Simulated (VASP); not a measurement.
A run of VASP 6.6.1 is set up as follows.

INCAR

```
SYSTEM = CdSe
PREC     = Accurate       ! precision mode
ENCUT    = 520            ! plane-wave cutoff, eV
EDIFF    = 1E-7           ! SCF threshold, eV
ISMEAR   = 0              ! smearing method
SIGMA    = 0.05           ! smearing width, eV
LREAL    = .FALSE.        ! projectors in reciprocal space
LASPH    = .TRUE.         ! aspherical terms in the spheres
NELM     = 100            ! most SCF steps
ALGO     = Normal         ! electronic algorithm
ISIF     = 2              ! what is computed and relaxed
LWAVE    = .FALSE.        ! write WAVECAR
LCHARG   = .FALSE.        ! write CHGCAR
GGA      = PE             ! functional
NBANDS   = 26             ! bands
```

KPOINTS

```
Automatic mesh
0
G
  6 6 4
  0 0 0
```

POSCAR

```
CdSe
1.0
    4.2984999142      0.0000000000      0.0000000000
   -2.1492499571      3.7226101239      0.0000000000
    0.0000000000      0.0000000000      7.0152000000
Cd Se
2 2
Direct
    0.6263723584      0.2527447167      0.0427642833
    0.3333333333      0.6666666667      0.5000000000
    0.6666666667      0.3333333333      0.3750000000
    0.3333333333      0.6666666667      0.8750000000
```

Potentials or basis: VASP PAW PBE potentials, release 64 (Cd, Se).

Run with:

```bash
$ cat potpaw_PBE.64/Cd/POTCAR potpaw_PBE.64/Se/POTCAR > POTCAR
$ mpirun -np 1 vasp_std > vasp.out
```

Task: Predict the largest force.

Result: 2.842 eV/Å.

Task: Predict the pressure.

Result: 5.3 GPa.

Task: Estimate the band gap on the k mesh.

Result: 0.40 eV, direct.

Stress tensor (GPa, compression positive):
```
 1.22  0.00  0.00
 0.00  4.47  2.90
 0.00  2.90 10.25
```

Caveat: the cell differs from its parent crystal (atom 1 (Cd) moved by (-0.300, +0.300) A along y and z); forces of over 1 eV/Å act on the atoms, so gaps and moduli don't describe the material at rest.
